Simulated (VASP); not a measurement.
# Al2Au (Fm-3m) in VASP: single point with PBE

Aim: the single point of Al2Au with PBE.

Program: VASP 6.6.1. These are calculated values, not measurements. Logs are shortened: lines on timing, memory, paths and dates and some standing lists are left out, and cuts for length are marked.

## Step 1: The cell of the first run

The structure is cubic, space group Fm-3m (No. 225). Conventional cell: a = 6.000 Å, b = 6.000 Å, c = 6.000 Å, α = 90.00°, β = 90.00°, γ = 90.00°. Within 3.4 Å of Al (site symmetry -43m) lie 4 Au at 2.60 Å and 6 Al at 3.00 Å. Within 3.4 Å of Au (site symmetry m-3m) lie 8 Al at 2.60 Å.

## Step 2: Single point, PBE

Input file INCAR:

```
SYSTEM = Al2Au
PREC = Accurate ; ENCUT = 500
EDIFF = 1E-6 ; ISMEAR = 0
SIGMA = 0.1 ; LREAL = .FALSE.
LASPH = .TRUE. ; NELM = 120
ALGO = Normal ; ISIF = 2
LWAVE = .FALSE. ; LCHARG = .FALSE.
GGA = PE ; NBANDS = 16
GGA_COMPAT = .FALSE.
```

Input file KPOINTS:

```
regular mesh
0
G
  6 6 6
  0 0 0
```

Input file POSCAR:

```
Al2Au
1.0
    0.0000000000      3.0000000000      3.0000000000
    3.0000000000      0.0000000000      3.0000000000
    3.0000000000      3.0000000000      0.0000000000
Al Au
2 1
Direct
    0.2500000000      0.2500000000      0.2500000000
    0.7500000000      0.7500000000      0.7500000000
    0.0000000000      0.0000000000      0.0000000000
```

Potentials or basis: VASP PAW PBE potentials, release 64 (Al, Au).

Run with:

```console
$ cat potpaw_PBE.64/Al/POTCAR potpaw_PBE.64/Au/POTCAR > POTCAR
$ mpirun -np 1 vasp_std > vasp.out
```

OUTCAR:

```text
SYSTEM = Al2Au
   PREC = Accurate
   ENCUT = 500
   EDIFF = 1E-6
   ISMEAR = 0
   LREAL = .FALSE.
   LASPH = .TRUE.
   NELM = 120
   ISIF = 2
   GGA = PE

 ion  position               nearest neighbor table
   1  0.250  0.250  0.250-   3 2.60   3 2.60   3 2.60   3 2.60   2 3.00   2 3.00   2 3.00   2 3.00
                             2 3.00   2 3.00
   2  0.750  0.750  0.750-   3 2.60   3 2.60   3 2.60   3 2.60   1 3.00   1 3.00   1 3.00   1 3.00
                             1 3.00   1 3.00
   3  0.000  0.000  0.000-   2 2.60   2 2.60   2 2.60   1 2.60   2 2.60   1 2.60   1 2.60   1 2.60

  LATTYP: Found a face centered cubic cell.
 ALAT       =     6.0000000000

  Lattice vectors:

 A1 = (   0.0000000000,   3.0000000000,   3.0000000000)
 A2 = (   3.0000000000,   0.0000000000,   3.0000000000)
 A3 = (   3.0000000000,   3.0000000000,   0.0000000000)

Analysis of symmetry for initial positions (statically):
=====================================================================
 Subroutine PRICEL returns:
 Original cell was already a primitive cell.

 Routine SETGRP: Setting up the symmetry group for a
 face centered cubic supercell.

 Subroutine GETGRP returns: Found 48 space group operations
 (whereof 48 operations were pure point group operations)
 out of a pool of 48 trial point group operations.

The static configuration has the point symmetry O_h .

Analysis of symmetry for dynamics (positions and initial velocities):
=====================================================================
 Subroutine PRICEL returns:
 Original cell was already a primitive cell.

 Routine SETGRP: Setting up the symmetry group for a
 face centered cubic supercell.

 Subroutine GETGRP returns: Found 48 space group operations
 (whereof 48 operations were pure point group operations)
 out of a pool of 48 trial point group operations.

The dynamic configuration has the point symmetry O_h .

 Subroutine INISYM returns: Found 48 space group operations
 (whereof 48 operations are pure point group operations),
 and found     1 'primitive' translations

----------------------------------------------------------------------------------------

                                     Primitive cell

  volume of cell :      54.0000

  direct lattice vectors                    reciprocal lattice vectors
     0.000000000  3.000000000  3.000000000    -0.166666667  0.166666667  0.166666667
     3.000000000  0.000000000  3.000000000     0.166666667 -0.166666667  0.166666667
     3.000000000  3.000000000  0.000000000     0.166666667  0.166666667 -0.166666667

  length of vectors
     4.242640687  4.242640687  4.242640687     0.288675135  0.288675135  0.288675135

  position of ions in fractional coordinates (direct lattice)
     0.250000000  0.250000000  0.250000000
     0.750000000  0.750000000  0.750000000
     0.000000000  0.000000000  0.000000000

  ion indices of the primitive-cell ions
   primitive index   ion index
                 1           1
                 2           2
                 3           3

----------------------------------------------------------------------------------------

 KPOINTS: regular mesh

Automatic generation of k-mesh.
 Grid dimensions read from file:
 generate k-points for:    6    6    6

 Generating k-lattice:

  Cartesian coordinates                     Fractional coordinates (reciprocal lattice)
    -0.027777778  0.027777778  0.027777778     0.166666667  0.000000000  0.000000000
     0.027777778 -0.027777778  0.027777778     0.000000000  0.166666667  0.000000000
     0.027777778  0.027777778 -0.027777778     0.000000000  0.000000000  0.166666667

  Length of vectors
     0.048112522  0.048112522  0.048112522

  Shift w.r.t. Gamma in fractional coordinates (k-lattice)
     0.000000000  0.000000000  0.000000000

 Subroutine IBZKPT returns following result:
 ===========================================

 Found     16 irreducible k-points:

 Following reciprocal coordinates:
            Coordinates               Weight
  0.000000  0.000000  0.000000      1.000000
  0.166667  0.000000  0.000000      8.000000
  0.333333  0.000000  0.000000      8.000000
  0.500000  0.000000  0.000000      4.000000
  0.166667  0.166667  0.000000      6.000000
  0.333333  0.166667  0.000000     24.000000
[... 8 lines left out ...]
 -0.333333  0.333333  0.166667     24.000000
 -0.333333  0.500000  0.166667     12.000000
   k-points           NKPTS =     16   k-points in BZ     NKDIM =     16   number of bands    NBANDS=     16
   number of dos      NEDOS =    301   number of ions     NIONS =      3
   total plane-waves  NPLWV =  32768
   dimension x,y,z NGX =    32 NGY =   32 NGZ =   32
   dimension x,y,z NGXF=    64 NGYF=   64 NGZF=   64
   ions per type =               2   1
   NGX,Y,Z   is equivalent  to a cutoff of  12.54, 12.54, 12.54 a.u.
   NGXF,Y,Z  is equivalent  to a cutoff of  25.08, 25.08, 25.08 a.u.
 SYSTEM =  Al2Au
   PREC   = accura    normal or accurate (medium, high low for compatibility)
   ISTART =      0    job   : 0-new  1-cont  2-samecut
   ICHARG =      2    charge: 1-file 2-atom 10-const
   ISPIN  =      1    spin polarized calculation?
   LNONCOLLINEAR =      F non collinear calculations
   LSORBIT =      F    spin-orbit coupling
   LASPH  =      T    aspherical Exc in radial PAW
   ENCUT  =  500.0 eV  36.75 Ry    6.06 a.u.   7.74  7.74  7.74*2*pi/ulx,y,z
   NELM   =    120;   NELMIN=  2; NELMDL= -5     # of ELM steps
   EDIFF  = 0.1E-05   stopping-criterion for ELM
   LREAL  =      F    real-space projection
   EDIFFG = 0.1E-04   stopping-criterion for IOM
   NSW    =      0    number of steps for IOM
   IBRION =     -1    ionic relax: 0-MD 1-quasi-New 2-CG
   NFREE  =      0    steps in history (QN), initial steepest desc. (CG)
   ISIF   =      2    stress and relaxation
   ISYM   =      2    0-nonsym 1-usesym 2-fastsym
   POTIM  = 0.5000    time-step for ionic-motion
   TEBEG  =    0.0;   TEEND  =   0.0 temperature during run
   PSTRESS=    0.0 pullay stress
   NELECT =      17.0000    total number of electrons
   NUPDOWN=      -1.0000    fix difference up-down
   EMIN   =  10.00;   EMAX   =-10.00  energy-range for DOS
   EFERMI =   0.00;   METHOD = LEGACY
   ISMEAR =     0;   SIGMA  =   0.10  broadening in eV -4-tet -1-fermi 0-gaus
   EFERMI_NEDOS =   21; number of points for ismear=-14 and -15
   IALGO  =     38    algorithm
   IMIX   =      4    mixing-type and parameters
     AMIX     =   0.40;   BMIX     =  1.00
     AMIX_MAG =   1.60;   BMIX_MAG =  1.00
  volume/ion in A,a.u.               =      18.00       121.47
  Fermi-wavevector in a.u.,A,eV,Ry     =   1.113679  2.104547 16.875035  1.240280
  Thomas-Fermi vector in A             =   2.250266
   LORBIT       =      0    0 simple, 1 ext, 2 COOP (PROOUT), +10 PAW based schemes
   GGA     = PE    functional components
   LHFCALC =     F    Hartree Fock is set to
   AEXX    =    0.0000 exact exchange contribution
   IVDW    =     0    specifies the selected vdW correction
   LEPSILON=     F    determine dielectric tensor
   LRPA    =     F    only Hartree local field effects (RPA)
 non-spin polarized calculation
 Gauss-broadening in eV      SIGMA  =   0.10
  energy-cutoff  :      500.00
  volume of cell :       54.00
 maximum number of plane-waves:      1384
   NGX = 15   NGY = 15   NGZ = 15

 number of electron      17.0000001 magnetization

 Free energy of the ion-electron system (eV)
  ---------------------------------------------------
  ext. energy  EPLUGINS =         0.00000000
  ---------------------------------------------------
  free energy    TOTEN  =       -12.01047346 eV

  energy without entropy =      -12.00292998  energy(sigma->0) =      -12.00670172

 E-fermi :   7.6834     XC(G=0): -10.5260

 val. band max:        7.6684907448   @ k =   0.3333   0.1667   0.0000
 cond. band min:       8.1553247661   @ k =   0.5000   0.0000   0.0000
 fundamental gap:      0.4868340213
 Fermi energy:         7.6833771431

 k-point     1 :       0.0000    0.0000    0.0000
  band No.  band energies     occupation
      1      -2.7558      2.00000
      2       1.1970      2.00000
      3       1.1970      2.00000
      4       1.1970      2.00000
      5       2.1542      2.00000
      6       2.1542      2.00000
[... 8 lines left out ...]
     15      13.5382      0.00000
     16      13.5382      0.00000

 k-point     2 :       0.1667    0.0000    0.0000
  band No.  band energies     occupation
      1      -2.3957      2.00000
      2       1.0893      2.00000
      3       1.2811      2.00000
      4       1.2811      2.00000
      5       2.1417      2.00000
      6       2.1417      2.00000
[... 8 lines left out ...]
     15      13.2667      0.00000
     16      13.4976      0.00000

 k-point     3 :       0.3333    0.0000    0.0000
  band No.  band energies     occupation
      1      -1.4331      2.00000
      2       0.9788      2.00000
      3       1.4078      2.00000
      4       1.4078      2.00000
      5       2.1942      2.00000
      6       2.1942      2.00000
[... 8 lines left out ...]
     15      15.1451      0.00000
     16      15.2858      0.00000

 k-point     4 :       0.5000    0.0000    0.0000
  band No.  band energies     occupation
      1      -0.7082      2.00000
      2       1.3361      2.00000
      3       1.4393      2.00000
      4       1.4393      2.00000
      5       2.2752      2.00000
      6       2.2752      2.00000
[... 8 lines left out ...]
     15      16.6393      0.00000
     16      17.6213      0.00000
[... 172 lines left out ...]
 k-point    14 :       0.5000    0.3333    0.1667
  band No.  band energies     occupation
      1      -0.5371      2.00000
      2       0.7224      2.00000
      3       1.4775      2.00000
      4       1.7352      2.00000
      5       2.0857      2.00000
      6       2.2987      2.00000
[... 8 lines left out ...]
     15      16.2008      0.00000
     16      17.3144      0.00000

 k-point    15 :      -0.3333    0.3333    0.1667
  band No.  band energies     occupation
      1       0.1873      2.00000
      2       0.8334      2.00000
      3       1.5154      2.00000
      4       1.8233      2.00000
      5       1.9092      2.00000
      6       2.3951      2.00000
[... 8 lines left out ...]
     15      16.4878      0.00000
     16      18.5921      0.00000

 k-point    16 :      -0.3333    0.5000    0.1667
  band No.  band energies     occupation
      1       0.6043      2.00000
      2       0.9847      2.00000
      3       1.0858      2.00000
      4       2.0062      2.00000
      5       2.0079      2.00000
      6       2.6070      2.00000
[... 8 lines left out ...]
     15      18.3703      0.00000
     16      18.8778      0.00000

------------------------ aborting loop because EDIFF is reached ----------------------------------------

  FORCE on cell =-STRESS in cart. coord.  units (eV):
  Direction    XX          YY          ZZ          XY          YZ          ZX
  --------------------------------------------------------------------------------------
  -------------------------------------------------------------------------------------
  Total        1.0739018      1.0739018      1.0739018      0.0000000     -0.0000000      0.0000000
  in kB       31.8626131     31.8626131     31.8626131      0.0000000     -0.0000000      0.0000000
  external PRESSURE =      31.8626131 kB  Pullay stress =       0.0000000 kB

 VOLUME and BASIS-vectors are now :
 -----------------------------------------------------------------------------
  energy-cutoff  :      500.00
  volume of cell :       54.00
      direct lattice vectors                 reciprocal lattice vectors
     0.000000000  3.000000000  3.000000000    -0.166666667  0.166666667  0.166666667
     3.000000000  0.000000000  3.000000000     0.166666667 -0.166666667  0.166666667
     3.000000000  3.000000000  0.000000000     0.166666667  0.166666667 -0.166666667

 POSITION                                       TOTAL-FORCE (eV/Angst)
 -----------------------------------------------------------------------------------
      1.50000      1.50000      1.50000         0.000000      0.000000      0.000000
      4.50000      4.50000      4.50000        -0.000000     -0.000000     -0.000000
      0.00000      0.00000      0.00000         0.000000      0.000000      0.000000
 -----------------------------------------------------------------------------------
    total drift:                                0.000000     -0.000000      0.000000

  FREE ENERGIE OF THE ION-ELECTRON SYSTEM (eV)
  ---------------------------------------------------
  free  energy   TOTEN  =       -12.0104734575 eV

  energy  without entropy=      -12.0029299765  energy(sigma->0) =      -12.00670172
```

Run time: 19 s. Hardware: 1 thread of Intel Xeon Platinum 8259CL at 2.50GHz (Skylake/Cascade Lake), shared host; peak memory 0.18 GiB.

Results:

```
Free energy            : -12.0105 eV
Pressure               : 3.2 GPa
Band gap on the k mesh : zero (an odd number of electrons rules out a gap without spin polarisation)
```

Caveat: the cell stands under pressure; spin-orbit coupling is left out, which moves the levels of the heavy elements.
